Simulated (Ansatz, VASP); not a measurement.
# One calculation of Ga4Sb3P, two programs

```
P Sb Ga
1.0
     4.22100    0.00000    0.00000
     0.00000    4.22215    5.96600
     0.00000   -4.22215    5.96600
P Sb Ga
1 3 4
Direct
  0.00000 0.00014 0.00014
  0.50000 0.00003 0.49944
  0.50000 0.49944 0.00003
  0.00000 0.50142 0.50142
  0.50000 0.88763 0.88763
  0.00000 0.88438 0.35201
  0.00000 0.35201 0.88438
  0.50000 0.37497 0.37497
```

Alike in both runs: task single point; functional PBE; k mesh 6 × 4 × 4; occupations fermi-dirac, width 0.02 eV; no spin polarisation.

|  | VASP | Ansatz |
| --- | --- | --- |
| version | VASP 6.6.1 | Ansatz 0.2.0 |
| potentials or method | VASP PAW PBE potentials, release 64 (P, Sb, Ga_d) | plane waves, PAW |
| plane-wave cutoff (eV) | 520 | 420 |
| valence electrons in the cell | 72 | 102 |

Ansatz gave:

* pressure (GPa): 2.0
* rms of the force components (eV/Å): 0.025

Problem. Which values does VASP return?

Solution. Pressure (GPa): 2.1; rms of the force components (eV/Å): 0.026.

Atom by atom the forces differ by 0.002 eV/Å (rms over components). With one functional, cell and mesh, what is left measures potentials, basis and numerics. VASP's potentials hold 72 valence electrons a cell and Ansatz's 102, so a difference there can come from the potentials and not from the codes.

Neither program's run includes spin-orbit coupling.
